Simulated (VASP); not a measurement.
Here is a VASP 6.6.1 calculation.

POSCAR

```
BN
1.0
    2.4982400000      0.0000000000      0.0000000000
   -1.2491200000      2.1635393048      0.0000000000
    0.0000000000      0.0000000000      6.6357000000
N B
2 2
Direct
    0.6666666667      0.3333333333      0.2500000000
    0.3333333333      0.6666666667      0.7500000000
    0.6666666667      0.3333333333      0.7500000000
    0.3333333333      0.6666666667      0.2500000000
```

The input INCAR.step1:

```
SYSTEM = BN
ALGO = Normal
EDIFF = 1E-4
ENCUT = 520
GGA = PE
ISMEAR = -1
LASPH = .TRUE.
LCHARG = .FALSE.
LREAL = .FALSE.
LWAVE = .TRUE.
NBANDS = 16
NELM = 100
PREC = Accurate
SIGMA = 0.05
```

File INCAR.step2:

```
SYSTEM = BN
ALGO = Normal
EDIFF = 1E-7
ENCUT = 520
ISIF = 2
ISMEAR = -1
ISTART = 1
LASPH = .TRUE.
LCHARG = .FALSE.
LMIXTAU = .TRUE.
LREAL = .FALSE.
LWAVE = .FALSE.
METAGGA = R2SCAN
NBANDS = 16
NELM = 100
PREC = Accurate
SIGMA = 0.05
```

KPOINTS

```
k-points
0
G
  12 12 4
  0 0 0
```

Potentials or basis: VASP PAW PBE potentials, release 64 (N, B).

The run is started by

```console
$ cat potpaw_PBE.64/N/POTCAR potpaw_PBE.64/B/POTCAR > POTCAR
$ cp INCAR.step1 INCAR
$ mpirun -np 1 vasp_std > vasp.out
$ cp INCAR.step2 INCAR
$ mpirun -np 1 vasp_std > vasp.out
```

**Question.** Predict the pressure.

**Answer.** 1.5 GPa.

**Question.** Estimate the band gap on the k mesh.

**Answer.** 4.89 eV, indirect (least direct gap 5.32 eV).

Stress tensor (GPa, compression positive):
```
1.94 0.00 0.00
0.00 1.94 0.00
0.00 0.00 0.69
```

Caveat: the PAW data sets were made with another functional, which shifts forces and pressure a little. r2SCAN opens gaps a little over a GGA but as a rule still falls short of measured ones.
